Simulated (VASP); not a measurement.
Write the native input for VASP 6.6.1 that does the following.

* Task: single point
* Functional: PBE
* Potentials or basis: VASP PAW PBE potentials, release 64 (Al, Ga_d, Sb)
* Cutoff: 520 eV
* k mesh: 6 × 6 × 2
* Occupations: gaussian, width 0.1 eV
* Spin: no spin polarisation
* Dipole correction: no
* Further INCAR settings: ALGO = Fast; EDIFF = 1e-06; NBANDS = 35

The structure of AlGa3Sb2 lies in POSCAR:

```
AlGa3Sb2
1.0
    4.8238924900      0.0000000000      0.0000000000
   -2.4119462400      4.1776134400      0.0000000000
    0.0000000000      0.0000000000      8.0397122800
Al Ga Sb
1 3 2
Direct
    0.0000000000      0.0000000000      0.5000000000
    0.5000000000      0.0000000000      0.5000000000
    0.0000000000      0.5000000000      0.5000000000
    0.5000000000      0.5000000000      0.5000000000
    0.0000000000      0.0000000000      0.8324159000
    0.0000000000      0.0000000000      0.1675841000
```

The input as run:

INCAR

```
SYSTEM = AlGa3Sb2
PREC     = Accurate       ! precision mode
ENCUT    = 520            ! plane-wave cutoff, eV
EDIFF    = 1E-6           ! SCF threshold, eV
ISMEAR   = 0              ! smearing method
SIGMA    = 0.1            ! smearing width, eV
LREAL    = .FALSE.        ! projectors in reciprocal space
LASPH    = .TRUE.         ! aspherical terms in the spheres
NELM     = 100            ! most SCF steps
ALGO     = Fast           ! electronic algorithm
ISIF     = 2              ! what is computed and relaxed
LWAVE    = .FALSE.        ! write WAVECAR
LCHARG   = .TRUE.         ! write CHGCAR
GGA      = PE             ! functional
LELF     = .TRUE.         ! ELF
LVHAR    = .TRUE.       
NBANDS   = 35             ! bands
```

KPOINTS

```
Automatic mesh
0
G
  6 6 2
  0 0 0
```

Potentials or basis: VASP PAW PBE potentials, release 64 (Al, Ga_d, Sb).

The run is started by

```sh
$ cat potpaw_PBE.64/Al/POTCAR potpaw_PBE.64/Ga_d/POTCAR potpaw_PBE.64/Sb/POTCAR > POTCAR
$ mpirun -np 1 vasp_std > vasp.out
```

It gave:

```
Pressure               : 13.2 GPa
Largest force          : 0.042 eV/Å
Band gap on the k mesh : zero (band 26 reaches 4.94 eV, above the bottom of band 27 at 3.74 eV)
```

Caveat: the k points lie up to 0.39 Å⁻¹ apart; spin-orbit coupling is left out, which moves the levels of the heavy elements.

It took 84 s on 1 thread of Intel(R) Xeon(R) Platinum 8259CL CPU @ 2.50GHz (Skylake/Cascade Lake) (shared host), peak memory 0.3 GiB.
